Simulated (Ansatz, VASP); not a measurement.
**SrO in VASP and in Ansatz**

Contents of INCAR:

```
SYSTEM = SrO
PREC = Accurate
ENCUT = 520
EDIFF = 1E-6
ISMEAR = 0
SIGMA = 0.05
LREAL = .FALSE.
LASPH = .TRUE.
NELM = 100
ALGO = Normal
ISIF = 2
LWAVE = .FALSE.
LCHARG = .FALSE.
NBANDS = 24
```

Contents of KPOINTS:

```
Automatic mesh
0
G
  9 9 8
  0 0 0
```

The input POSCAR:

```
SrO
1.0
    0.0000000000     -2.5321850030     -2.5321850030
   -2.5321850030      0.0000000000     -2.5321850030
    2.5321850030      2.5321850030     -5.0643700061
Sr O
2 2
Direct
    0.0016350892     -0.0049052676      0.0016350892
    0.5016350892      0.4950947324      0.5016350892
    0.7013178867      0.8280849983      0.7410441436
    0.2807726794      0.2256433035      0.2410464225
```

Input for Ansatz:

```yaml
crystal:
  lattice:
    - [0.0, -2.532185003, -2.532185003]
    - [-2.532185003, 0.0, -2.532185003]
    - [2.532185003, 2.532185003, -5.0643700061]
  atoms:
    - { symbol: Sr, position: [0.0016350892, -0.0049052676, 0.0016350892] }
    - { symbol: Sr, position: [0.5016350892, 0.4950947324, 0.5016350892] }
    - { symbol: O, position: [0.7013178867, 0.8280849983, 0.7410441436] }
    - { symbol: O, position: [0.2807726794, 0.2256433035, 0.2410464225] }
basis:
  ecutwfc: 520.0
kpoints:
  mp_grid: { grid: [9, 9, 8] }
hamiltonian:
  xc: lda
  pseudopotentials: { kind: paw }
scf:
  occupations: { method: gaussian, width: 0.05 }
output:
  forces: true
  stress: true
  eigenvalues: true
```

Change from the starting cell: mode 6 frozen in at -0.091 Å and mode 10 at -0.167 Å (largest displacements).

Alike in both runs: task single point; functional LDA; k mesh 9 × 9 × 8; occupations gaussian, width 0.05 eV; no spin polarisation.

|  | VASP | Ansatz |
| --- | --- | --- |
| version | VASP 6.6.1 | Ansatz 0.2.0 |
| potentials or method | VASP PAW LDA potentials, release 64 (Sr_sv, O), cutoff 520 eV | scalar-relativistic, plane waves, PAW |
| valence electrons in the cell | 32 | 32 |

```csv
,VASP,Ansatz,Ansatz less VASP
gap on the k mesh at the Fermi level (eV),3.10,3.17,+0.065
least direct gap on the mesh (eV),3.18,3.23,+0.054
pressure (GPa),2.4,1.5,-0.90
"traceless stress, the component that is largest in VASP (GPa)",2.30,2.17,-0.131
rms of the force components (eV/Å),0.461,0.435,-0.0260
```

LDA's correlation is that of Perdew and Zunger in VASP and of Perdew and Wang (1992) in Ansatz. Atom by atom the forces differ by 0.026 eV/Å (rms over components).
